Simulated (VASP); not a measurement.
Here is a VASP 6.6.1 calculation.

Contents of INCAR:

```
ALGO = Fast ; EDIFF = 1E-6
ENCUT = 520 ; GGA = PS
ISIF = 2 ; ISMEAR = 0
LASPH = T ; LCHARG = F
LREAL = F ; LWAVE = F
NBANDS = 18 ; NELM = 60
PREC = Accurate ; SIGMA = 0.15
```

Contents of KPOINTS:

```
k-points
0
Gamma
  24 24 12
```

File POSCAR:

```
Cu
1.0
    2.6101195699      0.0000000000      0.0000000000
   -1.3050597849      2.1945920917      0.0000000000
    0.0000000000      0.0000000000      4.1125710000
Cu
2
Direct
    0.3333333333      0.6666666667      0.2500000000
    0.6666666667      0.3333333333      0.7500000000
```

Potentials or basis: VASP PAW PBE potentials, release 64 (Cu).

The run is started by

```sh
$ cat potpaw_PBE.64/Cu/POTCAR > POTCAR
$ mpirun -np 1 vasp_std > vasp.out
```

**Question.** What does it give for the band gap on the k mesh?

**Answer.** Zero (bands 11 and 12 overlap by 5.83 eV).

**Question.** Estimate the largest force.

**Answer.** 0.053 eV/Å.

Stress tensor (GPa, compression positive):
```
-8.18  0.00  0.00
 0.00 -4.86  0.00
 0.00  0.00 -2.36
```

Caveat: the cell differs from its parent crystal (strain +0.0300 x Voigt [1, 0, 0, 0, 0, 0]); the stress differs along the axes, from -8 to -2 GPa; the PAW data sets were made with another functional, which shifts forces and pressure a little.
